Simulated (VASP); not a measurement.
Se:

```xyz
3
Lattice="4.3662 0.0000 0.0000 -2.1831 3.7812 0.0000 0.0000 0.0000 4.9536" Properties=species:S:1:pos:R:3 pbc="T T T"
Se    0.9841    0.0000    1.6512
Se   -0.4921    0.8523    3.3024
Se    1.6910    2.9289    0.0000
```

```yaml
Program: VASP 6.6.1
Task: relaxation of cell and atoms
Functional: PBE
Dispersion: D3(BJ)
Potentials_or_basis: VASP PAW PBE potentials, release 64 (Se)
Cutoff: 600 eV
k_mesh: 9 × 9 × 6
Occupations: gaussian, width 0.02 eV
Spin: no spin polarisation
```

At the start: pressure 0.9 GPa; volume 27.26 Å³/atom.

Q: How do energy, volume and symmetry change on relaxing?

A: Over 15 steps the energy falls by 25.4 meV/atom and the volume is 24.48 Å³/atom (-10.2 %); space group P3_121 (No. 152, to 0.1 Å) before and after.

The path:
```tsv
step	energy change (eV)	largest force (eV/Å)	pressure (GPa)	volume (Å³)
1	0.0000	0.4482	0.86	81.78
2	-0.0111	0.0980	-1.80	83.51
3	-0.0154	0.0793	-0.92	82.90
4	-0.0280	0.0821	-0.82	81.61
5	-0.0585	0.1045	-0.28	77.77
6	-0.0600	0.1864	2.15	70.28
7	-0.0717	0.1570	0.73	74.05
8	-0.0747	0.0748	-0.61	73.96
9	-0.0759	0.0015	-0.16	74.00
10	-0.0759	0.0011	-0.18	74.00
11	-0.0761	0.0056	-0.10	73.67
12	-0.0761	0.0093	-0.03	73.35
13	-0.0761	0.0071	-0.06	73.48
14	-0.0761	0.0100	0.06	73.43
15	-0.0762	0.0026	0.01	73.45
```

Final structure:
```cif
data_structure
_symmetry_space_group_name_H-M 'P 1'
_symmetry_Int_Tables_number 1
_cell_length_a 4.0647
_cell_length_b 4.0647
_cell_length_c 5.1337
_cell_angle_alpha 90.000
_cell_angle_beta 90.000
_cell_angle_gamma 120.000
_cell_volume 73.45
loop_
_atom_site_label
_atom_site_type_symbol
_atom_site_fract_x
_atom_site_fract_y
_atom_site_fract_z
_atom_site_occupancy
Se1 Se 0.24775 0.00000 0.33333 1
Se2 Se 0.00000 0.24775 0.66667 1
Se3 Se 0.75225 0.75225 0.00000 1
```
